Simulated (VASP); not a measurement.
# SiO2 (Pbcn) in VASP: single point with PBE

Aim: the single point of SiO2 with PBE.

Program: VASP 6.6.1. These are calculated values, not measurements. Logs are shortened: lines on timing, memory, paths and dates and some standing lists are left out, and cuts for length are marked.

## 1. The cell of the first run

Symmetry: Pbcn, No. 60, orthorhombic system. Conventional cell: a = 4.115 Å, b = 5.082 Å, c = 4.526 Å, α = 90.00°, β = 90.00°, γ = 90.00°. Within 2.4 Å of Si (site symmetry 2) lie 6 O at 1.78 to 1.84 Å. Within 2.7 Å of O (site symmetry 1) lie 3 Si at 1.78 to 1.84 Å and 12 O at 2.36 to 2.70 Å.

## 2. Single point, PBE

File INCAR:

```
  PREC = Accurate
  ENCUT = 520
  EDIFF = 1E-6
  ISMEAR = 0
  SIGMA = 0.02
  LREAL = F
  LASPH = T
  NELM = 80
  ALGO = Normal
  ISIF = 2
  LWAVE = F
  LCHARG = F
  GGA = PE
  NBANDS = 44
```

File KPOINTS:

```
Automatic mesh
0
Gamma
  6 6 6
```

File POSCAR:

```
SiO2
1.0
    4.1147047603      0.0000000000      0.0000000000
    0.0000000000      5.0815881605      0.0000000000
    0.0000000000      0.0000000000      4.5261863537
Si O
4 8
Direct
    0.5000000000      0.3480789969      0.7500000000
    0.0000000000      0.1519210031      0.2500000000
    0.5000000000      0.6519210031      0.2500000000
    0.0000000000      0.8480789969      0.7500000000
    0.2690829007      0.6176090519      0.5798861365
    0.7690829007      0.8823909481      0.4201138635
    0.2309170993      0.8823909481      0.0798861365
    0.7309170993      0.6176090519      0.9201138635
    0.2690829007      0.3823909481      0.0798861365
    0.7690829007      0.1176090519      0.9201138635
    0.2309170993      0.1176090519      0.5798861365
    0.7309170993      0.3823909481      0.4201138635
```

Potentials or basis: VASP PAW PBE potentials, release 64 (Si, O).

Command:

```sh
cat potpaw_PBE.64/Si/POTCAR potpaw_PBE.64/O/POTCAR > POTCAR
mpirun -np 1 vasp_std > vasp.out
```

OUTCAR:

```text
PREC = Accurate
   ENCUT = 520
   EDIFF = 1E-6
   ISMEAR = 0
   LREAL = F
   LASPH = T
   NELM = 80
   ISIF = 2
   GGA = PE

 ion  position               nearest neighbor table
   1  0.500  0.348  0.750-   9 1.78  12 1.78  11 1.79  10 1.79   5 1.84   8 1.84   3 2.74   3 2.74

   2  0.000  0.152  0.250-  10 1.78  11 1.78   9 1.79  12 1.79   6 1.84   7 1.84   4 2.74   4 2.74

   3  0.500  0.652  0.250-   5 1.78   8 1.78   7 1.79   6 1.79   9 1.84  12 1.84   1 2.74   1 2.74

   4  0.000  0.848  0.750-   6 1.78   7 1.78   5 1.79   8 1.79  10 1.84  11 1.84   2 2.74   2 2.74

   5  0.269  0.618  0.580-   3 1.78   4 1.79   1 1.84
   6  0.769  0.882  0.420-   4 1.78   3 1.79   2 1.84
   7  0.231  0.882  0.080-   4 1.78   3 1.79   2 1.84
   8  0.731  0.618  0.920-   3 1.78   4 1.79   1 1.84
   9  0.269  0.382  0.080-   1 1.78   2 1.79   3 1.84
  10  0.769  0.118  0.920-   2 1.78   1 1.79   4 1.84
  11  0.231  0.118  0.580-   2 1.78   1 1.79   4 1.84
  12  0.731  0.382  0.420-   1 1.78   2 1.79   3 1.84

  LATTYP: Found a simple orthorhombic cell.
 ALAT       =     4.1147047603
 B/A-ratio  =     1.1000027019
 C/A-ratio  =     1.2349824487

  Lattice vectors:

 A1 = (  -4.1147047603,   0.0000000000,   0.0000000000)
 A2 = (   0.0000000000,   0.0000000000,   4.5261863537)
 A3 = (   0.0000000000,   5.0815881605,   0.0000000000)

Analysis of symmetry for initial positions (statically):
=====================================================================
 Subroutine PRICEL returns:
 Original cell was already a primitive cell.

 Routine SETGRP: Setting up the symmetry group for a
 simple orthorhombic supercell.

 Subroutine GETGRP returns: Found  8 space group operations
 (whereof  2 operations were pure point group operations)
 out of a pool of  8 trial point group operations.

The static configuration has the point symmetry S_2 .
 The point group associated with its full space group is D_2h.

Analysis of symmetry for dynamics (positions and initial velocities):
=====================================================================
 Subroutine PRICEL returns:
 Original cell was already a primitive cell.

 Routine SETGRP: Setting up the symmetry group for a
 simple orthorhombic supercell.

 Subroutine GETGRP returns: Found  8 space group operations
 (whereof  2 operations were pure point group operations)
 out of a pool of  8 trial point group operations.

The dynamic configuration has the point symmetry S_2 .
 The point group associated with its full space group is D_2h.

 Subroutine INISYM returns: Found  8 space group operations
 (whereof  2 operations are pure point group operations),
 and found     1 'primitive' translations

----------------------------------------------------------------------------------------

                                     Primitive cell

  volume of cell :      94.6391

  direct lattice vectors                    reciprocal lattice vectors
     4.114704760  0.000000000  0.000000000     0.243030803  0.000000000  0.000000000
     0.000000000  5.081588160  0.000000000     0.000000000  0.196788872  0.000000000
     0.000000000  0.000000000  4.526186354     0.000000000  0.000000000  0.220936551

  length of vectors
     4.114704760  5.081588160  4.526186354     0.243030803  0.196788872  0.220936551

  position of ions in fractional coordinates (direct lattice)
     0.500000000  0.348078997  0.750000000
     0.000000000  0.151921003  0.250000000
     0.500000000  0.651921003  0.250000000
     0.000000000  0.848078997  0.750000000
     0.269082901  0.617609052  0.579886137
     0.769082901  0.882390948  0.420113863
     0.230917099  0.882390948  0.079886137
     0.730917099  0.617609052  0.920113863
     0.269082901  0.382390948  0.079886137
     0.769082901  0.117609052  0.920113863
     0.230917099  0.117609052  0.579886137
     0.730917099  0.382390948  0.420113863

  ion indices of the primitive-cell ions
   primitive index   ion index
                 1           1
                 2           2
                 3           3
                 4           4
                 5           5
                 6           6
                 7           7
                 8           8
                 9           9
                10          10
                11          11
                12          12

----------------------------------------------------------------------------------------

 KPOINTS: Automatic mesh

Automatic generation of k-mesh.
 Grid dimensions read from file:
 generate k-points for:    6    6    6

 Generating k-lattice:

  Cartesian coordinates                     Fractional coordinates (reciprocal lattice)
     0.040505134  0.000000000  0.000000000     0.166666667  0.000000000  0.000000000
     0.000000000  0.032798145  0.000000000     0.000000000  0.166666667  0.000000000
     0.000000000  0.000000000  0.036822758     0.000000000  0.000000000  0.166666667

  Length of vectors
     0.040505134  0.032798145  0.036822758

  Shift w.r.t. Gamma in fractional coordinates (k-lattice)
     0.000000000  0.000000000  0.000000000

 Subroutine IBZKPT returns following result:
 ===========================================

 Found     64 irreducible k-points:

 Following reciprocal coordinates:
            Coordinates               Weight
  0.000000  0.000000  0.000000      1.000000
  0.166667  0.000000  0.000000      2.000000
  0.333333  0.000000  0.000000      2.000000
  0.500000  0.000000  0.000000      1.000000
  0.000000  0.166667  0.000000      2.000000
  0.166667  0.166667  0.000000      4.000000
[... 16 lines left out ...]
  0.333333  0.166667  0.166667      8.000000
  0.500000  0.166667  0.166667      4.000000
 [... further k-points ...]
   k-points           NKPTS =     64   k-points in BZ     NKDIM =     64   number of bands    NBANDS=     44
   number of dos      NEDOS =    301   number of ions     NIONS =     12
   total plane-waves  NPLWV =  46080
   dimension x,y,z NGX =    32 NGY =   40 NGZ =   36
   dimension x,y,z NGXF=    64 NGYF=   80 NGZF=   72
   ions per type =               4   8
   NGX,Y,Z   is equivalent  to a cutoff of  12.93, 13.09, 13.22 a.u.
   NGXF,Y,Z  is equivalent  to a cutoff of  25.86, 26.17, 26.45 a.u.
 SYSTEM =  unknown system
   PREC   = accura    normal or accurate (medium, high low for compatibility)
   ISTART =      0    job   : 0-new  1-cont  2-samecut
   ICHARG =      2    charge: 1-file 2-atom 10-const
   ISPIN  =      1    spin polarized calculation?
   LNONCOLLINEAR =      F non collinear calculations
   LSORBIT =      F    spin-orbit coupling
   LASPH  =      T    aspherical Exc in radial PAW
   ENCUT  =  520.0 eV  38.22 Ry    6.18 a.u.   7.65  9.45  8.42*2*pi/ulx,y,z
   NELM   =     80;   NELMIN=  2; NELMDL= -5     # of ELM steps
   EDIFF  = 0.1E-05   stopping-criterion for ELM
   LREAL  =      F    real-space projection
   EDIFFG = 0.1E-04   stopping-criterion for IOM
   NSW    =      0    number of steps for IOM
   IBRION =     -1    ionic relax: 0-MD 1-quasi-New 2-CG
   NFREE  =      0    steps in history (QN), initial steepest desc. (CG)
   ISIF   =      2    stress and relaxation
   ISYM   =      2    0-nonsym 1-usesym 2-fastsym
   POTIM  = 0.5000    time-step for ionic-motion
   TEBEG  =    0.0;   TEEND  =   0.0 temperature during run
   PSTRESS=    0.0 pullay stress
   NELECT =      64.0000    total number of electrons
   NUPDOWN=      -1.0000    fix difference up-down
   EMIN   =  10.00;   EMAX   =-10.00  energy-range for DOS
   EFERMI =   0.00;   METHOD = LEGACY
   ISMEAR =     0;   SIGMA  =   0.02  broadening in eV -4-tet -1-fermi 0-gaus
   EFERMI_NEDOS =   21; number of points for ismear=-14 and -15
   IALGO  =     38    algorithm
   IMIX   =      4    mixing-type and parameters
     AMIX     =   0.40;   BMIX     =  1.00
     AMIX_MAG =   1.60;   BMIX_MAG =  1.00
  volume/ion in A,a.u.               =       7.89        53.22
  Fermi-wavevector in a.u.,A,eV,Ry     =   1.436960  2.715460 28.094039  2.064854
  Thomas-Fermi vector in A             =   2.556090
   LORBIT       =      0    0 simple, 1 ext, 2 COOP (PROOUT), +10 PAW based schemes
   GGA     = PE    functional components
   LHFCALC =     F    Hartree Fock is set to
   AEXX    =    0.0000 exact exchange contribution
   IVDW    =     0    specifies the selected vdW correction
   LEPSILON=     F    determine dielectric tensor
   LRPA    =     F    only Hartree local field effects (RPA)
 non-spin polarized calculation
 Gauss-broadening in eV      SIGMA  =   0.02
  energy-cutoff  :      520.00
  volume of cell :       94.64
 maximum number of plane-waves:      2575
 NGX is ok and might be reduce to    32
   NGX = 15   NGY = 19   NGZ = 17

 number of electron      63.9999991 magnetization

 Free energy of the ion-electron system (eV)
  ---------------------------------------------------
  ext. energy  EPLUGINS =         0.00000000
  ---------------------------------------------------
  free energy    TOTEN  =       -91.93676610 eV

  energy without entropy =      -91.93676610  energy(sigma->0) =      -91.93676610

 E-fermi :   7.7305     XC(G=0): -12.2316

 val. band max:        7.6366332677   @ k =   0.0000   0.0000   0.0000
 cond. band min:      12.8955162865   @ k =   0.0000   0.0000   0.0000
 fundamental gap:      5.2588830188
 Fermi energy:         7.7305326829

 k-point     1 :       0.0000    0.0000    0.0000
  band No.  band energies     occupation
      1     -14.1944      2.00000
      2     -11.5146      2.00000
      3     -11.2805      2.00000
      4     -10.9978      2.00000
      5     -10.7261      2.00000
      6     -10.0669      2.00000
[... 36 lines left out ...]
     43      20.0036      0.00000
     44      20.2439      0.00000

 k-point     2 :       0.1667    0.0000    0.0000
  band No.  band energies     occupation
      1     -14.0472      2.00000
      2     -11.6598      2.00000
      3     -11.2299      2.00000
      4     -10.8934      2.00000
      5     -10.8000      2.00000
      6     -10.2645      2.00000
[... 1026 lines left out ...]
 k-point    24 :       0.5000    0.1667    0.1667
  band No.  band energies     occupation
      1     -12.7961      2.00000
      2     -12.7961      2.00000
      3     -10.9836      2.00000
      4     -10.9836      2.00000
      5     -10.7206      2.00000
      6     -10.7206      2.00000
[... 36 lines left out ...]
     43      20.0256      0.00000
     44      20.0256      0.00000

 [... further k-points ...]
[... 5 lines left out ...]
  --------------------------------------------------------------------------------------
  -------------------------------------------------------------------------------------
  Total       -0.0288158      0.0296630      0.1637467      0.0000000      0.0000000     -0.0000000
  in kB       -0.4878322      0.5021755      2.7721232      0.0000000      0.0000000     -0.0000000
  external PRESSURE =       0.9288222 kB  Pullay stress =       0.0000000 kB

 VOLUME and BASIS-vectors are now :
 -----------------------------------------------------------------------------
  energy-cutoff  :      520.00
  volume of cell :       94.64
      direct lattice vectors                 reciprocal lattice vectors
     4.114704760  0.000000000  0.000000000     0.243030803  0.000000000  0.000000000
     0.000000000  5.081588160  0.000000000     0.000000000  0.196788872  0.000000000
     0.000000000  0.000000000  4.526186354     0.000000000  0.000000000  0.220936551

 POSITION                                       TOTAL-FORCE (eV/Angst)
 -----------------------------------------------------------------------------------
      2.05735      1.76879      3.39464        -0.000000     -0.027951     -0.000000
      0.00000      0.77200      1.13155        -0.000000      0.027951      0.000000
      2.05735      3.31279      1.13155        -0.000000      0.027951      0.000000
      0.00000      4.30959      3.39464        -0.000000     -0.027951     -0.000000
      1.10720      3.13843      2.62467        -0.002768      0.005307      0.008692
      3.16455      4.48395      1.90151        -0.002768     -0.005307     -0.008692
      0.95016      4.48395      0.36158         0.002768     -0.005307      0.008692
      3.00751      3.13843      4.16461         0.002768      0.005307     -0.008692
      1.10720      1.94315      0.36158        -0.002768     -0.005307      0.008692
      3.16455      0.59764      4.16461        -0.002768      0.005307     -0.008692
      0.95016      0.59764      2.62467         0.002768      0.005307      0.008692
      3.00751      1.94315      1.90151         0.002768     -0.005307     -0.008692
 -----------------------------------------------------------------------------------
    total drift:                                0.000000     -0.000000     -0.000000

  FREE ENERGIE OF THE ION-ELECTRON SYSTEM (eV)
  ---------------------------------------------------
  free  energy   TOTEN  =       -91.9367661023 eV

  energy  without entropy=      -91.9367661023  energy(sigma->0) =      -91.93676610
```

It took 5.4 min on 1 thread of Intel Xeon 8259CL, shared host; peak memory 0.32 GiB.

Results:

- Free energy: -91.9368 eV
- Pressure: 0.1 GPa
- Largest force: 0.028 eV/Å
- Band gap on the k mesh: 5.26 eV

Forces on the atoms (eV/Å):
```
Si   0.000 -0.028  0.000
Si   0.000  0.028  0.000
Si   0.000  0.028  0.000
Si   0.000 -0.028  0.000
O   -0.003  0.005  0.009
O   -0.003 -0.005 -0.009
O    0.003 -0.005  0.009
O    0.003  0.005 -0.009
O   -0.003 -0.005  0.009
O   -0.003  0.005 -0.009
O    0.003  0.005  0.009
O    0.003 -0.005 -0.009
```
